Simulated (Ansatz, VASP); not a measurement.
## Two plane-wave programs on ZrTi2B3

```
Zr Ti B
1.0
     3.32526    0.00000    0.00000
    -1.66263    2.87976    0.00000
     0.00000    0.00000    7.93472
Zr Ti B
1 2 3
Direct
  0.00000 0.00000 0.00000
  0.33333 0.66667 0.65761
  0.66667 0.33333 0.34239
  0.33333 0.66667 0.18610
  0.66667 0.33333 0.81390
  0.00000 0.00000 0.50000
```

Change from the starting cell: species swapped into the Mn2NiO3 type (P-3m1, No. 164).

Alike in both runs: functional PBE; k mesh 12 × 12 × 4; occupations gaussian, width 0.1 eV; no spin polarisation.

Ansatz relaxed the structure, and its values are those at the end. VASP's run is a single point on that final structure, the one shown.

```csv
,VASP,Ansatz
version,VASP 6.6.1,Ansatz 0.2.0
potentials or method,"VASP PAW PBE potentials, release 64 (Zr_sv, Ti_sv, B), cutoff 520 eV","scalar-relativistic, plane waves, PAW"
valence electrons in the cell,45,45
```

```csv
,VASP,Ansatz,Ansatz less VASP
gap on the k mesh at the Fermi level (eV),none,none,-
pressure (GPa),0.1,0.0,-0.07
```

A gap of «none» marks a metal or a gap that the smearing closes.
